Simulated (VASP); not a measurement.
A run of VASP 6.6.1 is set up as follows.

Contents of INCAR:

```
PREC = Accurate
ENCUT = 520
EDIFF = 1E-6
ISMEAR = 0
SIGMA = 0.1
LREAL = False
LASPH = True
NELM = 60
ALGO = Normal
ISIF = 2
LWAVE = False
LCHARG = False
GGA = PS
NBANDS = 24
```

The input KPOINTS:

```
Automatic mesh
0
Gamma
  8 8 8
```

File POSCAR:

```
Sc
1.0
    4.4319878233      0.0000000000      0.0000000000
    0.0000000000      4.4319878233      0.0000000000
    0.0000000000      0.0000000000      4.4319878233
Sc
3
Direct
    0.5000000000      0.0000000000      0.5000000000
    0.0000000000      0.5000000000      0.5000000000
    0.5000000000      0.5000000000      0.0000000000
```

Potentials or basis: VASP PAW PBE potentials, release 64 (Sc_sv).

Run with:

```console
$ cat potpaw_PBE.64/Sc_sv/POTCAR > POTCAR
$ mpirun -np 1 vasp_std > vasp.out
```

Problem. Predict the pressure.

Solution. -1.7 GPa.

Caveat: the PAW data sets were made with another functional, which shifts forces and pressure a little.
